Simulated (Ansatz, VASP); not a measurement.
## Au in VASP and in Ansatz

```
Au
1.0
     3.06143    0.00000    0.00000
    -1.53072    2.65128    0.00000
     0.00000    0.00000    4.37891
Au
2
Direct
  0.33333 0.66667 0.75000
  0.66667 0.33333 0.25000
```

Alike in both runs: task single point; functional PBEsol; k mesh 24 × 24 × 12; occupations gaussian, width 0.15 eV; no spin polarisation.

|  | VASP | Ansatz |
| --- | --- | --- |
| version | VASP 6.6.1 | Ansatz 0.2.0 |
| potentials or method | VASP PAW PBE potentials, release 64 (Au), cutoff 520 eV | scalar-relativistic, plane waves, PAW |
| valence electrons in the cell | 22 | 38 |

|  | VASP | Ansatz | Ansatz less VASP |
| --- | --- | --- | --- |
| gap on the k mesh at the Fermi level (eV) | none | none | - |
| pressure (GPa) | -3.4 | -3.2 | +0.20 |
| traceless stress, the component that is largest in VASP (GPa) | 6.25 | 6.30 | +0.048 |

VASP's potentials were made for PBE, not for PBEsol. A gap of «none» marks a metal or a gap that the smearing closes. The functional is the same, so the differences come from potentials, cutoffs and numerics. VASP's potentials hold 22 valence electrons a cell and Ansatz's 38, so a difference there can come from the potentials and not from the codes.

Neither program's run includes spin-orbit coupling.
